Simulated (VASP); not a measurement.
# ZrC4 (I4/m) in VASP: single point with PBE

Aim: the single point of ZrC4 with PBE.

All numbers are computed with VASP 6.6.1; they aren't measurements. Logs are shortened: lines on timing, memory, paths and dates and some standing lists are left out, and cuts for length are marked.

## (1) The cell of the first run

It takes space group I4/m (No. 87, tetragonal). The conventional cell has a = 5.365 Å, b = 5.365 Å, c = 3.447 Å, α = 90.00°, β = 90.00°, γ = 90.00°. Within 3.2 Å of Zr (site symmetry 4/m) lie 16 C at 2.35 to 3.15 Å. Within 1.9 Å of C (site symmetry m) lie 1 C at 1.44 Å.

The cell was generated, and may not be a known phase.

## (2) Single point, PBE

File INCAR:

```
  PREC = Accurate
  ENCUT = 1300
  EDIFF = 1E-6
  ISMEAR = 0
  SIGMA = 0.1
  LREAL = F
  LASPH = T
  NELM = 120
  ALGO = Normal
  ISIF = 2
  LWAVE = F
  LCHARG = T
  GGA = PE
  LELF = T
  LVHAR = T
  NBANDS = 22
  GGA_COMPAT = F
```

File KPOINTS:

```
Automatic mesh
0
Gamma
  6 6 6
```

File POSCAR:

```
ZrC4
1.0
   -2.6824966116      2.6824966116      1.7235470120
    2.6824966116     -2.6824966116      1.7235470120
    2.6824966116      2.6824966116     -1.7235470120
Zr C
1 4
Direct
    0.0000000000      0.0000000000      0.0000000000
    0.4234863010      0.1101975452      0.5336838462
    0.1101975452      0.5765136990      0.6867112442
    0.5765136990      0.8898024548      0.4663161538
    0.8898024548      0.4234863010      0.3132887558
```

Potentials or basis: VASP PAW PBE potentials, release 64 (Zr_sv, C_h).

The run is started by

```bash
$ cat potpaw_PBE.64/Zr_sv/POTCAR potpaw_PBE.64/C_h/POTCAR > POTCAR
$ mpirun -np 1 vasp_std > vasp.out
```

OUTCAR:

```text
PREC = Accurate
   ENCUT = 1300
   EDIFF = 1E-6
   ISMEAR = 0
   LREAL = F
   LASPH = T
   NELM = 120
   ISIF = 2
   GGA = PE

 ion  position               nearest neighbor table
   1  0.000  0.000  0.000-   2 2.35   4 2.35   5 2.35   3 2.35
   2  0.423  0.110  0.534-   4 1.44   1 2.35
   3  0.110  0.577  0.687-   5 1.44   1 2.35
   4  0.577  0.890  0.466-   2 1.44   1 2.35
   5  0.890  0.423  0.313-   3 1.44   1 2.35

  LATTYP: Found a body centered tetragonal cell.
 ALAT       =     5.3649932232
 C/A-ratio  =     0.6425160071

  Lattice vectors:

 A1 = (  -2.6824966116,   2.6824966116,   1.7235470120)
 A2 = (   2.6824966116,  -2.6824966116,   1.7235470120)
 A3 = (   2.6824966116,   2.6824966116,  -1.7235470120)

Analysis of symmetry for initial positions (statically):
=====================================================================
 Subroutine PRICEL returns:
 Original cell was already a primitive cell.

 Routine SETGRP: Setting up the symmetry group for a
 body centered tetragonal supercell.

 Subroutine GETGRP returns: Found  8 space group operations
 (whereof  8 operations were pure point group operations)
 out of a pool of 16 trial point group operations.

The static configuration has the point symmetry C_4h.

Analysis of symmetry for dynamics (positions and initial velocities):
=====================================================================
 Subroutine PRICEL returns:
 Original cell was already a primitive cell.

 Routine SETGRP: Setting up the symmetry group for a
 body centered tetragonal supercell.

 Subroutine GETGRP returns: Found  8 space group operations
 (whereof  8 operations were pure point group operations)
 out of a pool of 16 trial point group operations.

The dynamic configuration has the point symmetry C_4h.

 Subroutine INISYM returns: Found  8 space group operations
 (whereof  8 operations are pure point group operations),
 and found     1 'primitive' translations

----------------------------------------------------------------------------------------

                                     Primitive cell

  volume of cell :      49.6091

  direct lattice vectors                    reciprocal lattice vectors
[... 91 lines left out ...]
   ENCUT  = 1300.0 eV  95.55 Ry    9.77 a.u.  12.25 12.25 12.25*2*pi/ulx,y,z
   NELM   =    120;   NELMIN=  2; NELMDL= -5     # of ELM steps
   EDIFF  = 0.1E-05   stopping-criterion for ELM
   LREAL  =      F    real-space projection
   EDIFFG = 0.1E-04   stopping-criterion for IOM
   NSW    =      0    number of steps for IOM
   IBRION =     -1    ionic relax: 0-MD 1-quasi-New 2-CG
   NFREE  =      0    steps in history (QN), initial steepest desc. (CG)
   ISIF   =      2    stress and relaxation
   ISYM   =      2    0-nonsym 1-usesym 2-fastsym
   POTIM  = 0.5000    time-step for ionic-motion
   TEBEG  =    0.0;   TEEND  =   0.0 temperature during run
   PSTRESS=    0.0 pullay stress
   NELECT =      28.0000    total number of electrons
   NUPDOWN=      -1.0000    fix difference up-down
   EMIN   =  10.00;   EMAX   =-10.00  energy-range for DOS
   EFERMI =   0.00;   METHOD = LEGACY
   ISMEAR =     0;   SIGMA  =   0.10  broadening in eV -4-tet -1-fermi 0-gaus
   EFERMI_NEDOS =   21; number of points for ismear=-14 and -15
   IALGO  =     38    algorithm
   IMIX   =      4    mixing-type and parameters
     AMIX     =   0.40;   BMIX     =  1.00
     AMIX_MAG =   1.60;   BMIX_MAG =  1.00
  volume/ion in A,a.u.               =       9.92        66.96
  Fermi-wavevector in a.u.,A,eV,Ry     =   1.352925  2.556657 24.904181  1.830406
  Thomas-Fermi vector in A             =   2.480223
   LORBIT       =      0    0 simple, 1 ext, 2 COOP (PROOUT), +10 PAW based schemes
   GGA     = PE    functional components
   LHFCALC =     F    Hartree Fock is set to
   AEXX    =    0.0000 exact exchange contribution
   IVDW    =     0    specifies the selected vdW correction
   LEPSILON=     F    determine dielectric tensor
   LRPA    =     F    only Hartree local field effects (RPA)
 non-spin polarized calculation
 Gauss-broadening in eV      SIGMA  =   0.10
  energy-cutoff  :     1300.00
  volume of cell :       49.61
 maximum number of plane-waves:      5314
 NGX is ok and might be reduce to    50
   NGX = 25   NGY = 25   NGZ = 25

 number of electron      28.0000000 magnetization

 Free energy of the ion-electron system (eV)
  ---------------------------------------------------
  ext. energy  EPLUGINS =         0.00000000
  ---------------------------------------------------
  free energy    TOTEN  =       -37.26964437 eV

  energy without entropy =      -37.25955005  energy(sigma->0) =      -37.26459721

 E-fermi :   8.9668     XC(G=0): -11.9958

 val. band max:        8.9603726854   @ k =   0.5000   0.5000   0.5000
 cond. band min:       8.9738620701   @ k =  -0.1667   0.1667   0.1667
 fundamental gap:      0.0134893847
 Fermi energy:         8.9667604530

 k-point     1 :       0.0000    0.0000    0.0000
  band No.  band energies     occupation
      1     -40.5502      2.00000
      2     -18.5551      2.00000
      3     -18.5551      2.00000
      4     -18.4194      2.00000
      5      -9.6922      2.00000
      6      -0.0313      2.00000
[... 589 lines left out ...]
     21      14.5523      0.00000
     22      15.7370      0.00000

 [... further k-points ...]

------------------------ aborting loop because EDIFF is reached ----------------------------------------

  FORCE on cell =-STRESS in cart. coord.  units (eV):
  Direction    XX          YY          ZZ          XY          YZ          ZX
  --------------------------------------------------------------------------------------
  -------------------------------------------------------------------------------------
  Total       -0.0747808     -0.0747808     -0.0487231     -0.0000001      0.0000000     -0.0000000
  in kB       -2.4151221     -2.4151221     -1.5735640     -0.0000034      0.0000000     -0.0000000
  external PRESSURE =      -2.1346027 kB  Pullay stress =       0.0000000 kB

 VOLUME and BASIS-vectors are now :
 -----------------------------------------------------------------------------
  energy-cutoff  :     1300.00
  volume of cell :       49.61
      direct lattice vectors                 reciprocal lattice vectors
    -2.682496612  2.682496612  1.723547012     0.000000000  0.186393525  0.290099427
     2.682496612 -2.682496612  1.723547012     0.186393525  0.000000000  0.290099427
     2.682496612  2.682496612 -1.723547012     0.186393525  0.186393525  0.000000000

 POSITION                                       TOTAL-FORCE (eV/Angst)
 -----------------------------------------------------------------------------------
      0.00000      0.00000      0.00000         0.000000      0.000000     -0.000000
      0.59121      2.27200      0.00000         0.005977     -0.016667      0.000000
      3.09299      0.59121      0.00000         0.016667      0.005977      0.000000
      2.09129      0.41050      1.72355        -0.005977      0.016667     -0.000000
     -0.41050      2.09129      1.72355        -0.016667     -0.005977     -0.000000
 -----------------------------------------------------------------------------------
    total drift:                               -0.000000      0.000000      0.000000

  FREE ENERGIE OF THE ION-ELECTRON SYSTEM (eV)
  ---------------------------------------------------
  free  energy   TOTEN  =       -37.2696443736 eV

  energy  without entropy=      -37.2595500495  energy(sigma->0) =      -37.26459721
```

OSZICAR:

```text
N       E                     dE             d eps       ncg     rms          rms(c)
DAV:   1     0.275662831979E+03    0.27566E+03   -0.25854E+04  1584   0.260E+03
DAV:   2    -0.157727441034E+02   -0.29144E+03   -0.27627E+03  1846   0.418E+02
DAV:   3    -0.404926350234E+02   -0.24720E+02   -0.24016E+02  2488   0.103E+02
DAV:   4    -0.415682368729E+02   -0.10756E+01   -0.10721E+01  2294   0.175E+01
DAV:   5    -0.415889377702E+02   -0.20701E-01   -0.20689E-01  2234   0.228E+00    0.161E+01
DAV:   6    -0.372602896855E+02    0.43286E+01   -0.11002E+01  2020   0.190E+01    0.577E+00
DAV:   7    -0.372832451649E+02   -0.22955E-01   -0.92273E-01  2270   0.550E+00    0.361E+00
DAV:   8    -0.372730964998E+02    0.10149E-01   -0.12134E-01  2006   0.238E+00    0.331E-01
DAV:   9    -0.372698896834E+02    0.32068E-02   -0.27203E-02  2156   0.965E-01    0.213E-01
DAV:  10    -0.372697616474E+02    0.12804E-03   -0.44546E-03  2042   0.453E-01    0.107E-01
DAV:  11    -0.372696407235E+02    0.12092E-03   -0.58299E-04  2070   0.169E-01    0.157E-02
DAV:  12    -0.372696436282E+02   -0.29048E-05   -0.52670E-05  2342   0.457E-02    0.937E-03
DAV:  13    -0.372696443736E+02   -0.74542E-06   -0.39519E-06  1946   0.145E-02
   1 F= -.37269644E+02 E0= -.37264597E+02  d E =-.100943E-01
```

stdout:

```text
POSCAR found type information on POSCAR ZrC
 POSCAR found :  2 types and       5 ions
 scaLAPACK will be used
 LDA part: xc-table for (Slater+PW92), standard interpolation
 POSCAR, INCAR and KPOINTS ok, starting setup
 FFT: planning ... GRIDC
 FFT: planning ... GRID_SOFT
 FFT: planning ... GRID
 WAVECAR not read
 entering main loop
```

It took 2.6 min on 1 thread of Intel Xeon Platinum 8259CL at 2.50GHz (Skylake/Cascade Lake), shared host; peak memory 0.43 GiB.

Results:

* Free energy: -37.2696 eV
* Pressure: -0.2 GPa
* Largest force: 0.018 eV/Å
* Band gap on the k mesh: zero (bands 14 and 15 overlap by 2.00 eV)

Forces in eV/Å, atoms in the order of the input:
```
Zr   0.000  0.000  0.000
C    0.006 -0.017  0.000
C    0.017  0.006  0.000
C   -0.006  0.017  0.000
C   -0.017 -0.006  0.000
```

Stress tensor (GPa, compression positive):
```
-0.24  0.00  0.00
 0.00 -0.24  0.00
 0.00  0.00 -0.16
```

Caveat: the k points lie up to 0.36 Å⁻¹ apart, too coarse for converged energies and pressures of a metal.
